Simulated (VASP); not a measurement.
SnTe: single point with BLYP

Crystal: SnTe.

```
Te Sn
1.0
     3.90470    0.00000    0.00000
     0.00000    3.90470    0.00000
     0.00000    0.00000    3.90470
Te Sn
1 1
Direct
  0.50000 0.50000 0.50000
  0.00000 0.00000 0.00000
```

| Property | Result |
| --- | --- |
| Program | VASP 6.6.1 |
| Task | single point |
| Functional | BLYP |
| Potentials or basis | VASP PAW PBE potentials, release 64 (Te, Sn_d) |
| Cutoff | 520 eV |
| k mesh | 7 × 7 × 7 |
| Occupations | fermi-dirac, width 0.05 eV |
| Spin | no spin polarisation |
| Dipole correction | no |
| Further INCAR settings | ALGO = Normal; EDIFF = 1e-06; NBANDS = 17 |

```json
{"Pressure": "3.9 GPa", "Band gap on the k mesh": "zero (band 10 reaches 7.67 eV, above the bottom of band 11 at 6.72 eV)"}
```

Levels at points of the mesh, in eV from the Fermi level:
| k point | band 8 | band 9 | band 10 | band 11 | band 12 | band 13 |
| --- | --- | --- | --- | --- | --- | --- |
| (0.00, 0.00, 0.00) | -1.71 | -1.71 | -1.71 | 3.97 | 3.97 | 5.20 |

Run time: 19 s on 1 thread of Intel(R) Xeon(R) Platinum 8559C (Emerald Rapids), with other jobs on the host, peak memory 0.17 GiB.

Caveat: the PAW data sets were made with another functional, which shifts forces and pressure a little; spin-orbit coupling is left out, which moves the levels of the heavy elements.
